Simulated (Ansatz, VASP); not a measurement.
## Si4F in VASP and in Ansatz

```xyz
5
Lattice="4.8905 0.0000 0.0000 -2.4453 4.2353 0.0000 0.0000 0.0000 5.7642" Properties=species:S:1:pos:R:3 pbc="T T T"
Si    2.4453    0.0000    0.2775
Si   -1.2226    2.1177    0.2775
Si    1.2226    2.1177    0.2775
Si    0.0000    0.0000    5.0719
F     0.0000    0.0000    3.4450
```

Alike in both runs: functional PBE; k mesh 6 × 6 × 4; occupations gaussian, width 0.1 eV; no spin polarisation.

Ansatz relaxed the structure, and its values are those at the end. VASP's run is a single point on that final structure, the one shown.

|  | VASP | Ansatz |
| --- | --- | --- |
| version | VASP 6.6.1 | Ansatz 0.2.0 |
| potentials or method | VASP PAW PBE potentials, release 64 (Si, F), cutoff 520 eV | scalar-relativistic, plane waves, PAW |
| valence electrons in the cell | 23 | 23 |

```tsv
	VASP	Ansatz	Ansatz less VASP
gap on the k mesh at the Fermi level (eV)	none	none	-
pressure (GPa)	0.1	0.0	-0.07
rms of the force components (eV/Å)	0.090	0.010	-0.0807
```

A gap of «none» marks a metal or a gap that the smearing closes. The functional is the same, so the differences come from potentials, cutoffs and numerics.
